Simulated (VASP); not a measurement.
Wanted: the native input for a VASP 6.6.1 run.

* Task: relaxation of cell and atoms
* Functional: PBE
* Potentials or basis: VASP PAW PBE potentials, release 64 (Nb_sv, Cr_pv)
* Cutoff: 600 eV
* k mesh: 12 × 12 × 12
* Occupations: gaussian, width 0.1 eV
* Spin: no spin polarisation
* Dipole correction: no
* Further INCAR settings: ALGO = Fast; EDIFF = 1e-06; IBRION = 2; EDIFFG = -0.01; NSW = 100; ISIF = 3

The structure of Nb3Cr lies in POSCAR:

```
Nb3Cr
1.0
    0.0000000000      3.2188950000      3.2188950000
    3.2188950000      0.0000000000      3.2188950000
    3.2188950000      3.2188950000      0.0000000000
Nb Cr
3 1
Direct
    0.7500000000      0.7500000000      0.7500000000
    0.2500000000      0.2500000000      0.2500000000
    0.5000000000      0.5000000000      0.5000000000
    0.0000000000      0.0000000000      0.0000000000
```

One way to write it, as run:

INCAR

```
PREC     = Accurate       # precision mode
ENCUT    = 600            # plane-wave cutoff, eV
EDIFF    = 1E-6           # SCF threshold, eV
ISMEAR   = 0              # smearing method
SIGMA    = 0.1            # smearing width, eV
LREAL    = F              # projectors in reciprocal space
LASPH    = T              # aspherical terms in the spheres
NELM     = 100            # most SCF steps
ALGO     = Fast           # electronic algorithm
ISIF     = 3              # what is computed and relaxed
LWAVE    = F              # write WAVECAR
LCHARG   = F              # write CHGCAR
GGA      = PE             # functional
IBRION   = 2              # ionic algorithm
NSW      = 100            # ionic steps
EDIFFG   = -0.01          # ionic threshold
```

KPOINTS

```
regular mesh
0
Gamma
  12 12 12
```

Potentials or basis: VASP PAW PBE potentials, release 64 (Nb_sv, Cr_pv).

Launch:

```console
$ cat potpaw_PBE.64/Nb_sv/POTCAR potpaw_PBE.64/Cr_pv/POTCAR > POTCAR
$ mpirun -np 1 vasp_std > vasp.out
```

Results of the run:

```
Relaxed volume                        : 16.45 Å³/atom
Relaxed cell                          : a = 4.531 Å, b = 4.531 Å, c = 4.531 Å, α = 60.00°, β = 60.00°, γ = 60.00°
Space group after relaxing (to 0.1 Å) : Fm-3m (No. 225)
Energy gained by relaxing             : 2.7 meV/atom
Ionic steps                           : 4
Pressure after relaxing               : 0.0 GPa
Band gap on the k mesh                : zero (an odd number of electrons rules out a gap without spin polarisation)
```

Caveat: the run has no spin polarisation, though such a crystal can be magnetic.

Run time: 27 min on 1 thread of Intel Xeon 8259CL (shared host), peak memory 0.33 GiB.
